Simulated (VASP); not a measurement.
A run of VASP 6.6.1:

Contents of INCAR:

```
SYSTEM = Al
ALGO     = Normal         ! electronic algorithm
EDIFF    = 1E-7           ! SCF threshold, eV
ENCUT    = 520            ! plane-wave cutoff, eV
GGA      = PE             ! functional
ISIF     = 2              ! what is computed and relaxed
ISMEAR   = 0              ! smearing method
IVDW     = 12             ! dispersion correction
LASPH    = .TRUE.         ! aspherical terms in the spheres
LCHARG   = .TRUE.         ! write CHGCAR
LELF     = .TRUE.         ! ELF
LREAL    = .FALSE.        ! projectors in reciprocal space
LVHAR    = .TRUE.       
LWAVE    = .FALSE.        ! write WAVECAR
NBANDS   = 14             ! bands
NELM     = 80             ! most SCF steps
PREC     = Accurate       ! precision mode
SIGMA    = 0.15           ! smearing width, eV
```

The input KPOINTS:

```
k-points
0
G
  18 18 4
  0 0 0
```

The input POSCAR:

```
Al
1.0
    2.8144222650      0.0000000000      0.0000000000
   -1.4072111325      2.4373611785      0.0000000000
    0.0000000000      0.0000000000      9.2410470710
Al
4
Direct
    0.0000000000      0.0000000000      0.0000000000
    0.3333333333      0.6666666667      0.2197004032
    0.0000000000      0.0000000000      0.5000000000
    0.6666666667      0.3333333333      0.7500000000
```

Potentials or basis: VASP PAW PBE potentials, release 64 (Al).

Command:

```sh
$ cat potpaw_PBE.64/Al/POTCAR > POTCAR
$ mpirun -np 1 vasp_std > vasp.out
```

Hardware: 1 thread of AMD EPYC 7R13, with other jobs on the host.

Task: Estimate the wall time of this run.

Result: It took 3.8 min on 1 thread of AMD EPYC 7R13, on a shared host, peak memory 0.22 GiB. Counts: scf iterations 14, k points 138.
